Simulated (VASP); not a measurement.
Write the native input for VASP 6.6.1 that does the following.

- Task: single point
- Functional: PBE
- Potentials or basis: VASP PAW PBE potentials, release 64 (Ru_pv)
- Cutoff: 520 eV
- k mesh: 10 × 10 × 10
- Occupations: fermi-dirac, width 0.15 eV
- Spin: no spin polarisation
- Dipole correction: no
- Further INCAR settings: ALGO = Normal; EDIFF = 1e-07; NBANDS = 13

The structure of Ru lies in POSCAR:

```
Ru
1.0
    2.9916000000      0.0000000000      0.0000000000
    0.0000000000      2.9916000000      0.0000000000
    0.0000000000      0.0000000000      2.9916000000
Ru
1
Direct
    0.5000000000      0.5000000000      0.5000000000
```

These files were run (other wordings do the same):

INCAR

```
PREC = Accurate
ENCUT = 520
EDIFF = 1E-7
ISMEAR = -1
SIGMA = 0.15
LREAL = False
LASPH = True
NELM = 100
ALGO = Normal
ISIF = 2
LWAVE = False
LCHARG = False
GGA = PE
NBANDS = 13
```

KPOINTS

```
regular mesh
0
Gamma
  10 10 10
```

Potentials or basis: VASP PAW PBE potentials, release 64 (Ru_pv).

Launch:

```sh
$ cat potpaw_PBE.64/Ru_pv/POTCAR > POTCAR
$ mpirun -np 1 vasp_std > vasp.out
```

It gave:

| Quantity | Value |
| --- | --- |
| Pressure | -30.2 GPa |
| Band gap on the k mesh | zero (band 7 reaches 5.51 eV, above the bottom of band 8 at 3.70 eV) |

Wall time 12 s on 1 thread of Intel Xeon 8259CL, with other jobs on the host, peak memory 0.14 GiB.
